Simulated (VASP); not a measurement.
Input of a VASP 6.6.1 run:

The input POSCAR:

```
Sr
1.0
    4.0945002096      0.0000000000      0.0000000000
   -2.0472501048      3.5459411973      0.0000000000
    0.0000000000      0.0000000000      6.8737500000
Sr
2
Direct
    0.3333333333      0.6666666667      0.2500000000
    0.6666666667      0.3333333333      0.7500000000
```

Contents of INCAR.step1:

```
SYSTEM = Sr
PREC = Accurate
ENCUT = 520
ISMEAR = 0
SIGMA = 0.15
LREAL = .FALSE.
LASPH = .TRUE.
NELM = 60
NBANDS = 17
GGA = PE
ALGO = Normal
EDIFF = 1E-4
LWAVE = .TRUE.
LCHARG = .FALSE.
```

INCAR.step2

```
SYSTEM = Sr
PREC = Accurate
ENCUT = 520
EDIFF = 1E-6
ISMEAR = 0
SIGMA = 0.15
LREAL = .FALSE.
LASPH = .TRUE.
NELM = 60
ALGO = Normal
ISIF = 2
LWAVE = .FALSE.
LCHARG = .FALSE.
METAGGA = R2SCAN
LMIXTAU = .TRUE.
NBANDS = 17
ISTART = 1
```

KPOINTS

```
regular mesh
0
G
  12 12 8
  0 0 0
```

Potentials or basis: VASP PAW PBE potentials, release 64 (Sr_sv).

Run with:

```bash
$ cat potpaw_PBE.64/Sr_sv/POTCAR > POTCAR
$ cp INCAR.step1 INCAR
$ mpirun -np 1 vasp_std > vasp.out
$ cp INCAR.step2 INCAR
$ mpirun -np 1 vasp_std > vasp.out
```

(1) What does it give for the pressure?

(2) What does it give for the band gap on the k mesh?

Answers

(1) 2.0 GPa.

(2) zero (bands 10 and 11 overlap by 0.32 eV).

Caveat: the cell differs from its parent crystal (strain -0.050 along x and y, -0.025 along z); the PAW data sets were made with another functional, which shifts forces and pressure a little.
